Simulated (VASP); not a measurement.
# AlN (Cmc2_1) in VASP: further runs

AlN is run at these levels: LDA; tasks: single point.

All numbers are computed with VASP 6.6.1; they aren't measurements. Logs are shortened: lines on timing, memory, paths and dates and some standing lists are left out, and cuts for length are marked.

## (1) The cell of the first run

It takes space group Cmc2_1 (No. 36, orthorhombic). The conventional cell has a = 3.089 Å, b = 5.350 Å, c = 4.944 Å, α = 90.00°, β = 90.00°, γ = 90.00°. Al (site symmetry m) has 4 N at 1.87 to 1.90 Å within 2.5 Å. Within 2.5 Å of N (site symmetry m) lie 4 Al at 1.87 to 1.90 Å.

## (2) Single point, LDA (mode 4 frozen in at +0.000 Å and mode 5 at +0.086 Å (largest displacements))

Contents of INCAR:

```
PREC = Accurate
ENCUT = 520
EDIFF = 1E-6
ISMEAR = 0
SIGMA = 0.05
LREAL = False
LASPH = True
NELM = 80
ALGO = Normal
ISIF = 2
LWAVE = False
LCHARG = False
GGA = CA
NBANDS = 16
```

Contents of KPOINTS:

```
Automatic mesh
0
Gamma
  9 9 6
```

Contents of POSCAR:

```
AlN
1.0
    3.0887424016      0.0000000000      0.0000000000
   -1.5443712008      2.6749293856      0.0000000000
    0.0000000000      0.0000000000      4.9437688231
Al N
2 2
Direct
    0.3494085240      0.6988170481      0.0015212672
    0.6505914760      0.3011829519      0.5015212672
    0.3189889223      0.6379778447      0.3834787328
    0.6810110777      0.3620221553      0.8834787328
```

Potentials or basis: VASP PAW LDA potentials, release 64 (Al, N).

Run with:

```
cat potpaw_LDA.64/Al/POTCAR potpaw_LDA.64/N/POTCAR > POTCAR
mpirun -np 1 vasp_std > vasp.out
```

OUTCAR:

```text
PREC = Accurate
   ENCUT = 520
   EDIFF = 1E-6
   ISMEAR = 0
   LREAL = False
   LASPH = True
   NELM = 80
   ISIF = 2
   GGA = CA

 ion  position               nearest neighbor table
   1  0.349  0.699  0.002-   4 1.87   4 1.88   4 1.88   3 1.90   2 2.95   2 2.95   2 3.10   2 3.10
                             2 3.10   2 3.10
   2  0.651  0.301  0.502-   3 1.87   3 1.88   3 1.88   4 1.90   1 2.95   1 2.95   1 3.10   1 3.10
                             1 3.10   1 3.10
   3  0.319  0.638  0.383-   2 1.87   2 1.88   2 1.88   1 1.90
   4  0.681  0.362  0.883-   1 1.87   1 1.88   1 1.88   2 1.90

  LATTYP: Found a hexagonal cell.
 ALAT       =     3.0887424016
 C/A-ratio  =     1.6005766038

  Lattice vectors:

 A1 = (   3.0887424016,   0.0000000000,   0.0000000000)
 A2 = (  -1.5443712008,   2.6749293856,   0.0000000000)
 A3 = (   0.0000000000,   0.0000000000,   4.9437688231)

Analysis of symmetry for initial positions (statically):
=====================================================================
 Subroutine PRICEL returns:
 Original cell was already a primitive cell.

 Routine SETGRP: Setting up the symmetry group for a
 hexagonal supercell.

 Subroutine GETGRP returns: Found  4 space group operations
 (whereof  2 operations were pure point group operations)
 out of a pool of 24 trial point group operations.

The static configuration has the point symmetry C_1h.
 The point group associated with its full space group is C_2v.

Analysis of symmetry for dynamics (positions and initial velocities):
=====================================================================
 Subroutine PRICEL returns:
 Original cell was already a primitive cell.

 Routine SETGRP: Setting up the symmetry group for a
 hexagonal supercell.

 Subroutine GETGRP returns: Found  4 space group operations
 (whereof  2 operations were pure point group operations)
 out of a pool of 24 trial point group operations.

The dynamic configuration has the point symmetry C_1h.
 The point group associated with its full space group is C_2v.

 Subroutine INISYM returns: Found  4 space group operations
 (whereof  2 operations are pure point group operations),
 and found     1 'primitive' translations

----------------------------------------------------------------------------------------

                                     Primitive cell

  volume of cell :      40.8462

  direct lattice vectors                    reciprocal lattice vectors
     3.088742402  0.000000000  0.000000000     0.323756361  0.186920822  0.000000000
    -1.544371201  2.674929386  0.000000000     0.000000000  0.373841644  0.000000000
     0.000000000  0.000000000  4.943768823     0.000000000  0.000000000  0.202274830

  length of vectors
     3.088742402  3.088742402  4.943768823     0.373841644  0.373841644  0.202274830

  position of ions in fractional coordinates (direct lattice)
     0.349408524  0.698817048  0.001521267
     0.650591476  0.301182952  0.501521267
     0.318988922  0.637977845  0.383478733
     0.681011078  0.362022155  0.883478733

  ion indices of the primitive-cell ions
   primitive index   ion index
                 1           1
                 2           2
                 3           3
                 4           4

----------------------------------------------------------------------------------------

 KPOINTS: Automatic mesh

Automatic generation of k-mesh.
 Grid dimensions read from file:
 generate k-points for:    9    9    6

 Generating k-lattice:

  Cartesian coordinates                     Fractional coordinates (reciprocal lattice)
     0.035972929  0.020768980  0.000000000     0.111111111 -0.000000000  0.000000000
     0.000000000  0.041537960  0.000000000     0.000000000  0.111111111  0.000000000
     0.000000000  0.000000000  0.033712472     0.000000000  0.000000000  0.166666667

  Length of vectors
     0.041537960  0.041537960  0.033712472

  Shift w.r.t. Gamma in fractional coordinates (k-lattice)
     0.000000000  0.000000000  0.000000000

 Subroutine IBZKPT returns following result:
 ===========================================

 Found    100 irreducible k-points:

 Following reciprocal coordinates:
            Coordinates               Weight
  0.000000  0.000000  0.000000      1.000000
  0.111111  0.000000  0.000000      4.000000
  0.000000  0.111111  0.000000      2.000000
  0.222222 -0.000000  0.000000      4.000000
  0.000000  0.222222  0.000000      2.000000
  0.333333 -0.000000  0.000000      4.000000
[... 16 lines left out ...]
 -0.222222 -0.444444  0.000000      4.000000
  0.444444  0.333333  0.000000      4.000000
 [... further k-points ...]
   k-points           NKPTS =    100   k-points in BZ     NKDIM =    100   number of bands    NBANDS=     16
   number of dos      NEDOS =    301   number of ions     NIONS =      4
   total plane-waves  NPLWV =  23040
   dimension x,y,z NGX =    24 NGY =   24 NGZ =   40
   dimension x,y,z NGXF=    48 NGYF=   48 NGZF=   80
   ions per type =               2   2
   NGX,Y,Z   is equivalent  to a cutoff of  12.92, 12.92, 13.45 a.u.
   NGXF,Y,Z  is equivalent  to a cutoff of  25.84, 25.84, 26.90 a.u.
 SYSTEM =  unknown system
   PREC   = accura    normal or accurate (medium, high low for compatibility)
   ISTART =      0    job   : 0-new  1-cont  2-samecut
   ICHARG =      2    charge: 1-file 2-atom 10-const
   ISPIN  =      1    spin polarized calculation?
   LNONCOLLINEAR =      F non collinear calculations
   LSORBIT =      F    spin-orbit coupling
   LASPH  =      T    aspherical Exc in radial PAW
   ENCUT  =  520.0 eV  38.22 Ry    6.18 a.u.   5.74  5.74  9.19*2*pi/ulx,y,z
   NELM   =     80;   NELMIN=  2; NELMDL= -5     # of ELM steps
   EDIFF  = 0.1E-05   stopping-criterion for ELM
   LREAL  =      F    real-space projection
   EDIFFG = 0.1E-04   stopping-criterion for IOM
   NSW    =      0    number of steps for IOM
   IBRION =     -1    ionic relax: 0-MD 1-quasi-New 2-CG
   NFREE  =      0    steps in history (QN), initial steepest desc. (CG)
   ISIF   =      2    stress and relaxation
   ISYM   =      2    0-nonsym 1-usesym 2-fastsym
   POTIM  = 0.5000    time-step for ionic-motion
   TEBEG  =    0.0;   TEEND  =   0.0 temperature during run
   PSTRESS=    0.0 pullay stress
   NELECT =      16.0000    total number of electrons
   NUPDOWN=      -1.0000    fix difference up-down
   EMIN   =  10.00;   EMAX   =-10.00  energy-range for DOS
   EFERMI =   0.00;   METHOD = LEGACY
   ISMEAR =     0;   SIGMA  =   0.05  broadening in eV -4-tet -1-fermi 0-gaus
   EFERMI_NEDOS =   21; number of points for ismear=-14 and -15
   IALGO  =     38    algorithm
   IMIX   =      4    mixing-type and parameters
     AMIX     =   0.40;   BMIX     =  1.00
     AMIX_MAG =   1.60;   BMIX_MAG =  1.00
  volume/ion in A,a.u.               =      10.21        68.91
  Fermi-wavevector in a.u.,A,eV,Ry     =   1.197836  2.263582 19.521797  1.434812
  Thomas-Fermi vector in A             =   2.333741
   LORBIT       =      0    0 simple, 1 ext, 2 COOP (PROOUT), +10 PAW based schemes
   GGA     = CA    functional components
   LHFCALC =     F    Hartree Fock is set to
   AEXX    =    0.0000 exact exchange contribution
   IVDW    =     0    specifies the selected vdW correction
   LEPSILON=     F    determine dielectric tensor
   LRPA    =     F    only Hartree local field effects (RPA)
 non-spin polarized calculation
 Gauss-broadening in eV      SIGMA  =   0.05
  energy-cutoff  :      520.00
  volume of cell :       40.85
 maximum number of plane-waves:      1118
   NGX = 11   NGY = 11   NGZ = 19

 number of electron      16.0000000 magnetization

 Free energy of the ion-electron system (eV)
  ---------------------------------------------------
  ext. energy  EPLUGINS =         0.00000000
  ---------------------------------------------------
  free energy    TOTEN  =       -32.78046566 eV

  energy without entropy =      -32.78046566  energy(sigma->0) =      -32.78046566

 E-fermi :   6.3713     XC(G=0): -11.3461

 val. band max:        6.1665390794   @ k =   0.0000   0.0000   0.0000
 cond. band min:      10.4982655210   @ k =   0.0000   0.0000   0.0000
 fundamental gap:      4.3317264417
 Fermi energy:         6.3713489807

 k-point     1 :       0.0000    0.0000    0.0000
  band No.  band energies     occupation
      1      -9.0517      2.00000
      2      -6.7545      2.00000
      3      -0.0295      2.00000
      4       5.1997      2.00000
      5       5.2660      2.00000
      6       5.7449      2.00000
[... 8 lines left out ...]
     15      19.3584      0.00000
     16      19.5638      0.00000

 k-point     2 :       0.1111    0.0000    0.0000
  band No.  band energies     occupation
      1      -8.8870      2.00000
      2      -6.6618      2.00000
      3       0.1623      2.00000
      4       4.5154      2.00000
      5       5.0315      2.00000
      6       5.2439      2.00000
[... 8 lines left out ...]
     15      19.0232      0.00000
     16      19.3837      0.00000

 k-point     3 :       0.0000    0.1111    0.0000
  band No.  band energies     occupation
      1      -8.8881      2.00000
      2      -6.6578      2.00000
      3       0.1593      2.00000
      4       4.4879      2.00000
      5       5.0148      2.00000
      6       5.1409      2.00000
[... 8 lines left out ...]
     15      19.1843      0.00000
     16      19.4317      0.00000

 k-point     4 :       0.2222   -0.0000    0.0000
  band No.  band energies     occupation
      1      -8.4170      2.00000
      2      -6.4298      2.00000
      3       0.7211      2.00000
      4       3.0201      2.00000
      5       3.9399      2.00000
      6       4.6173      2.00000
[... 8 lines left out ...]
     15      18.5241      0.00000
     16      19.2574      0.00000

 k-point     5 :       0.0000    0.2222    0.0000
  band No.  band energies     occupation
      1      -8.4235      2.00000
      2      -6.4102      2.00000
      3       0.7049      2.00000
      4       2.8747      2.00000
      5       3.9592      2.00000
      6       4.6175      2.00000
[... 8 lines left out ...]
     15      18.7848      0.00000
     16      18.8725      0.00000

 k-point     6 :       0.3333   -0.0000    0.0000
  band No.  band energies     occupation
      1      -7.7301      2.00000
      2      -6.2123      2.00000
      3       1.5761      2.00000
      4       1.5939      2.00000
      5       2.7016      2.00000
      6       4.2257      2.00000
[... 8 lines left out ...]
     15      18.1961      0.00000
     16      20.6880      0.00000
[... 267 lines left out ...]
 k-point    21 :      -0.4444    0.2222    0.0000
  band No.  band energies     occupation
      1      -7.3609      2.00000
      2      -6.1533      2.00000
      3       1.8540      2.00000
      4       2.0456      2.00000
      5       2.0826      2.00000
      6       3.4812      2.00000
[... 8 lines left out ...]
     15      18.1655      0.00000
     16      20.7058      0.00000

 k-point    22 :       0.3333    0.2222    0.0000
  band No.  band energies     occupation
      1      -6.7842      2.00000
      2      -6.1721      2.00000
      3       1.0999      2.00000
      4       1.9581      2.00000
      5       2.8583      2.00000
      6       2.9612      2.00000
[... 8 lines left out ...]
     15      18.6240      0.00000
     16      20.9353      0.00000

 k-point    23 :      -0.2222   -0.4444    0.0000
  band No.  band energies     occupation
      1      -6.8354      2.00000
      2      -6.0970      2.00000
      3       0.8712      2.00000
      4       2.1671      2.00000
      5       2.8147      2.00000
      6       2.8657      2.00000
[... 8 lines left out ...]
     15      18.7933      0.00000
     16      20.6388      0.00000

 k-point    24 :       0.4444    0.3333    0.0000
  band No.  band energies     occupation
      1      -6.7470      2.00000
      2      -6.2232      2.00000
      3       1.1548      2.00000
      4       2.1072      2.00000
      5       2.6787      2.00000
      6       3.0144      2.00000
[... 8 lines left out ...]
     15      18.8816      0.00000
     16      20.6811      0.00000

 [... further k-points ...]
[... 5 lines left out ...]
  --------------------------------------------------------------------------------------
  -------------------------------------------------------------------------------------
  Total        0.2342413     -0.0975752      0.1521171      0.0000000      0.0000000      0.0000000
  in kB        9.1880205     -3.8273491      5.9667309      0.0000000      0.0000000      0.0000000
  external PRESSURE =       3.7758008 kB  Pullay stress =       0.0000000 kB

 VOLUME and BASIS-vectors are now :
 -----------------------------------------------------------------------------
  energy-cutoff  :      520.00
  volume of cell :       40.85
      direct lattice vectors                 reciprocal lattice vectors
     3.088742402  0.000000000  0.000000000     0.323756361  0.186920822  0.000000000
    -1.544371201  2.674929386  0.000000000     0.000000000  0.373841644  0.000000000
     0.000000000  0.000000000  4.943768823     0.000000000  0.000000000  0.202274830

 POSITION                                       TOTAL-FORCE (eV/Angst)
 -----------------------------------------------------------------------------------
     -0.00000      1.86929      0.00752         0.000000     -0.525040      0.053554
      1.54437      0.80564      2.47941        -0.000000      0.525040      0.053554
     -0.00000      1.70655      1.89583         0.000000      0.209189     -0.053554
      1.54437      0.96838      4.36771         0.000000     -0.209189     -0.053554
 -----------------------------------------------------------------------------------
    total drift:                               -0.000000     -0.000000     -0.000576

  FREE ENERGIE OF THE ION-ELECTRON SYSTEM (eV)
  ---------------------------------------------------
  free  energy   TOTEN  =       -32.7804656634 eV

  energy  without entropy=      -32.7804656634  energy(sigma->0) =      -32.78046566
```

It took 19 s on 1 thread of Intel Xeon Platinum 8559C (Emerald Rapids), shared host; peak memory 0.17 GiB.

Results:

```
Free energy            : -32.7805 eV
Pressure               : 0.4 GPa
Largest force          : 0.528 eV/Å
Band gap on the k mesh : 4.33 eV, direct
```

Forces on the atoms (eV/Å):
```
Al   0.000 -0.525  0.054
Al   0.000  0.525  0.054
N    0.000  0.209 -0.054
N    0.000 -0.209 -0.054
```

Caveat: the cell differs from its parent crystal (mode 4 frozen in at +0.000 Å and mode 5 at +0.086 Å (largest displacements)). A k mesh can miss the band edges.

(Continued in part 2 of 2.)
